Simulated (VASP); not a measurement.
# P in VASP: further runs, part 2 of 2

VASP 6.6.1.

## 3. Single point, pbe exchange, lda correlation (19.23 Å³/atom)

This run uses another cell than the first one, of 19.23 Å³/atom.

File INCAR:

```
  ALGO = Normal
  EDIFF = 1E-6
  ENCUT = 500
  GGA = LIBXC
  GGA_COMPAT = F
  ISIF = 2
  ISMEAR = -1
  LASPH = T
  LCHARG = F
  LIBXC1 = GGA_X_PBE
  LIBXC2 = LDA_C_PW
  LREAL = F
  LWAVE = F
  NBANDS = 18
  NELM = 120
  PREC = Accurate
  SIGMA = 0.15
```

File KPOINTS:

```
k-points
0
Gamma
  8 8 6
```

File POSCAR:

```
P
1.0
    1.6141062751     -5.3534750391      0.0000000000
    1.6141062751      5.3534750391      0.0000000000
    0.0000000000      0.0000000000      4.4508823070
P
4
Direct
    0.9041431300      0.0958568700      0.5888151700
    0.0958568700      0.9041431300      0.4111848300
    0.5958568700      0.4041431300      0.0888151700
    0.4041431300      0.5958568700      0.9111848300
```

Potentials or basis: VASP PAW PBE potentials, release 64 (P).

The run is started by

```
> cat potpaw_PBE.64/P/POTCAR > POTCAR
> mpirun -np 1 vasp_std > vasp.out
```

OUTCAR:

```text
EDIFF = 1E-6
   ENCUT = 500
   GGA = LIBXC
   ISIF = 2
   ISMEAR = -1
   LASPH = T
   LREAL = F
   NELM = 120
   PREC = Accurate

 ion  position               nearest neighbor table
   1  0.904  0.096  0.589-   4 2.16   4 2.16   2 2.20
   2  0.096  0.904  0.411-   3 2.16   3 2.16   1 2.20
   3  0.596  0.404  0.089-   2 2.16   2 2.16   4 2.20
   4  0.404  0.596  0.911-   1 2.16   1 2.16   3 2.20

  LATTYP: Found a base centered orthorhombic cell.
[... 687 lines left out ...]
      6       0.4538      2.00000
[... 10 lines left out ...]
     17      12.3099      0.00000
     18      13.5650      0.00000

 [... further k-points ...]
[... 5 lines left out ...]
  --------------------------------------------------------------------------------------
  -------------------------------------------------------------------------------------
  Total        7.4126158      5.5520738      6.4120493      0.0000000      0.0000000      0.0000000
  in kB      154.3967160    115.6436514    133.5560057      0.0000000      0.0000000      0.0000000
  external PRESSURE =     134.5321244 kB  Pullay stress =       0.0000000 kB

 VOLUME and BASIS-vectors are now :
 -----------------------------------------------------------------------------
  energy-cutoff  :      500.00
  volume of cell :       76.92
      direct lattice vectors                 reciprocal lattice vectors
     1.614106275 -5.353475039  0.000000000     0.309768946 -0.093397279  0.000000000
     1.614106275  5.353475039  0.000000000     0.309768946  0.093397279  0.000000000
     0.000000000  0.000000000  4.450882307     0.000000000  0.000000000  0.224674555

 POSITION                                       TOTAL-FORCE (eV/Angst)
 -----------------------------------------------------------------------------------
      1.61411     -4.32714      2.62075         0.000000      0.713157     -0.564671
      1.61411      4.32714      1.83014         0.000000     -0.713157      0.564671
      1.61411     -1.02633      0.39531         0.000000     -0.713157     -0.564671
      1.61411      1.02633      4.05558         0.000000      0.713157      0.564671
 -----------------------------------------------------------------------------------
    total drift:                               -0.000000     -0.000000      0.000000

  FREE ENERGIE OF THE ION-ELECTRON SYSTEM (eV)
  ---------------------------------------------------
  free  energy   TOTEN  =       -17.6419178793 eV

  energy  without entropy=      -17.6318804489  energy(sigma->0) =      -17.63689916
```

Wall time 53 s (1 thread of Intel Xeon 6975P-C (Granite Rapids), shared host); peak memory 0.25 GiB.

What came out:

```
Free energy            : -17.6419 eV
Pressure               : 13.5 GPa
Largest force          : 0.910 eV/Å
Band gap on the k mesh : 0.21 eV
```

Forces in eV/Å, atoms in the order of the input:
```
P    0.000  0.713 -0.565
P    0.000 -0.713  0.565
P    0.000 -0.713 -0.565
P    0.000  0.713  0.565
```

Stress tensor (GPa, compression positive):
```
15.44  0.00  0.00
 0.00 11.56  0.00
 0.00  0.00 13.36
```

Caveat: the cell stands under pressure; the PAW data sets were made with another functional, which shifts forces and pressure a little.

## 4. Single point, pbe exchange, lda correlation (19.64 Å³/atom)

This run uses another cell than the first one, of 19.64 Å³/atom.

File INCAR:

```
SYSTEM = P
PREC = Accurate
ENCUT = 500
EDIFF = 1E-6
ISMEAR = -1
SIGMA = 0.15
LREAL = .FALSE.
LASPH = .TRUE.
NELM = 120
ALGO = Normal
ISIF = 2
LWAVE = .FALSE.
LCHARG = .FALSE.
GGA = LIBXC
LIBXC1 = GGA_X_PBE
LIBXC2 = LDA_C_PW
NBANDS = 18
GGA_COMPAT = .FALSE.
```

File KPOINTS:

```
regular mesh
0
G
  8 8 6
  0 0 0
```

File POSCAR:

```
P
1.0
    1.6254735952     -5.3911768097      0.0000000000
    1.6254735952      5.3911768097      0.0000000000
    0.0000000000      0.0000000000      4.4822275814
P
4
Direct
    0.9041431300      0.0958568700      0.5888151700
    0.0958568700      0.9041431300      0.4111848300
    0.5958568700      0.4041431300      0.0888151700
    0.4041431300      0.5958568700      0.9111848300
```

The run is started by

```
> cat potpaw_PBE.64/P/POTCAR > POTCAR
> mpirun -np 1 vasp_std > vasp.out
```

Run time: 67 s. Hardware: 1 thread of Intel Xeon 6975P-C (Granite Rapids), shared host; peak memory 0.26 GiB.

It converged, with:

```
Free energy            : -17.7684 eV
Pressure               : 11.3 GPa
Largest force          : 0.715 eV/Å
Band gap on the k mesh : 0.24 eV
```

Forces in eV/Å, atoms in the order of the input:
```
P    0.000  0.564 -0.441
P    0.000 -0.564  0.441
P    0.000 -0.564 -0.441
P    0.000  0.564  0.441
```

Stress tensor (GPa, compression positive):
```
12.74  0.00  0.00
 0.00  9.80  0.00
 0.00  0.00 11.27
```

Levels at points of the mesh, in eV from the valence-band top:
```tsv
k point	band 8	band 9	band 10	band 11	band 12	band 13
(0.00, 0.00, 0.00)	-2.84	-2.68	-1.26	0.69	1.26	2.13
(0.50, 0.00, 0.00)	-3.45	-2.64	-2.64	0.86	0.86	1.62
(0.50, 0.50, 0.00)	-2.52	-1.63	0.00	0.24	1.02	2.36
(0.00, 0.00, 0.50)	-3.39	-1.69	-1.69	1.69	1.69	3.01
(0.50, 0.00, 0.50)	-5.34	-1.85	-1.85	1.83	1.83	3.58
(0.50, 0.50, 0.50)	-2.85	-1.97	-1.97	1.63	1.63	2.80
```

Caveat: the cell stands under pressure; the PAW data sets were made with another functional, which shifts forces and pressure a little.

## 5. Summary

```csv
level,cell,k mesh,cutoff (eV),smearing,tolerance level,purpose,dipole correction,gap on the mesh (eV),pressure (GPa),largest force (eV/Å)
revPBE,"a = 5.708, b = 5.708, c = 4.498 Å, angles 90.0, 90.0, 146.4°, 4 atoms, atomic positions A",14 × 14 × 10,680,gaussian 0.03 eV,tight,forces,-,0.12,3.2,0.52
"pbe exchange, lda correlation","a = 5.592, b = 5.592, c = 4.451 Å, angles 90.0, 90.0, 146.4°, 4 atoms, atomic positions B",8 × 8 × 6,500,fermi-dirac 0.15 eV,-,-,no,0.21,13.5,0.91
"pbe exchange, lda correlation","a = 5.631, b = 5.631, c = 4.482 Å, angles 90.0, 90.0, 146.4°, 4 atoms, atomic positions B",8 × 8 × 6,500,fermi-dirac 0.15 eV,-,-,no,0.24,11.3,0.72
```

Alike in all rows: task single point; potentials or basis VASP PAW PBE potentials, release 64 (P); no spin polarisation.

Caveats: the cell stands under pressure; the PAW data sets were made with another functional, which shifts forces and pressure a little.

Total energies depend on the potentials used, so only differences within one code and one set of settings carry meaning.
